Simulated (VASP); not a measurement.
Wanted: the native input for a VASP 6.6.1 run.

| Quantity | Value |
| --- | --- |
| Task | single point |
| Functional | PBE |
| Potentials or basis | VASP PAW PBE potentials, release 64 (Si, B, Mo_sv) |
| Cutoff | 520 eV |
| k mesh | 6 × 6 × 4 |
| Occupations | gaussian, width 0.1 eV |
| Spin | no spin polarisation |
| Dipole correction | no |
| Further INCAR settings | ALGO = Normal; EDIFF = 1e-06; NBANDS = 24 |

The structure of SiB4Mo lies in POSCAR:

```
SiB4Mo
1.0
    3.1243632900      0.0000000000      0.0000000000
    0.0000000000      3.1243632900      0.0000000000
    0.0000000000      0.0000000000      5.3125598100
Si B Mo
1 4 1
Direct
    0.5000000000      0.5000000000      0.5000000000
    0.0000000000      0.0000000000      0.6053310000
    0.5000000000      0.5000000000      0.1056660000
    0.5000000000      0.5000000000      0.8943340000
    0.0000000000      0.0000000000      0.3946690000
    0.0000000000      0.0000000000      0.0000000000
```

The cell was generated, and may not be a known phase.

One way to write it, as run:

INCAR

```
  ALGO = Normal
  EDIFF = 1E-6
  ENCUT = 520
  GGA = PE
  ISIF = 2
  ISMEAR = 0
  LASPH = True
  LCHARG = False
  LREAL = False
  LWAVE = False
  NBANDS = 24
  NELM = 80
  PREC = Accurate
  SIGMA = 0.1
```

KPOINTS

```
k-points
0
Gamma
  6 6 4
```

Potentials or basis: VASP PAW PBE potentials, release 64 (Si, B, Mo_sv).

Run with:

```sh
$ cat potpaw_PBE.64/Si/POTCAR potpaw_PBE.64/B/POTCAR potpaw_PBE.64/Mo_sv/POTCAR > POTCAR
$ mpirun -np 1 vasp_std > vasp.out
```

It gave:

```yaml
Pressure: 88.8 GPa
Largest_force: 34.864 eV/Å
Band_gap_on_the_k_mesh: zero (bands 15 and 16 overlap by 2.34 eV)
```

Caveat: atoms lie so close that the PAW spheres overlap strongly, which falsifies energies and pressures; the stress differs along the axes, from 4 to 259 GPa; forces of over 1 eV/Å act on the atoms, so gaps and moduli don't describe the material at rest.

Wall time 13 s on 1 thread of Intel(R) Xeon(R) 6975P-C (Granite Rapids), on a shared host, peak memory 0.18 GiB.
